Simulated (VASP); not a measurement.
Al, 4 atoms in the cell. It takes space group P6_3/mmc (No. 194, hexagonal). Conventional cell: a = 2.893 Å, b = 2.893 Å, c = 9.306 Å, α = 90.00°, β = 90.00°, γ = 120.00°. Al (site symmetry -3m) has 12 Al at 2.86 to 2.89 Å within 3.8 Å. Al (site symmetry -6m2) has 12 Al at 2.86 to 2.89 Å within 3.8 Å. This isn't the form of Al at room conditions, which is fcc.

* Program: VASP 6.6.1
* Task: single point
* Functional: PBEsol
* Dispersion: D3(BJ)
* Potentials or basis: VASP PAW PBE potentials, release 64 (Al)
* Cutoff: 520 eV
* k mesh: 18 × 18 × 6
* Occupations: gaussian, width 0.15 eV
* Spin: no spin polarisation
* Dipole correction: no
* Further INCAR settings: ALGO = Normal; EDIFF = 1e-06; NBANDS = 14

Potentials or basis: VASP PAW PBE potentials, release 64 (Al).

The run is started by

```console
$ cat potpaw_PBE.64/Al/POTCAR > POTCAR
$ mpirun -np 1 vasp_std > vasp.out
```

Hardware: 1 thread of Intel Xeon 8259CL, on a shared host.

Task: Estimate the wall time of this run.

Result: It took 2.1 min on 1 thread of Intel Xeon 8259CL (shared host), peak memory 0.26 GiB. Counts: scf iterations 10, k points 148.
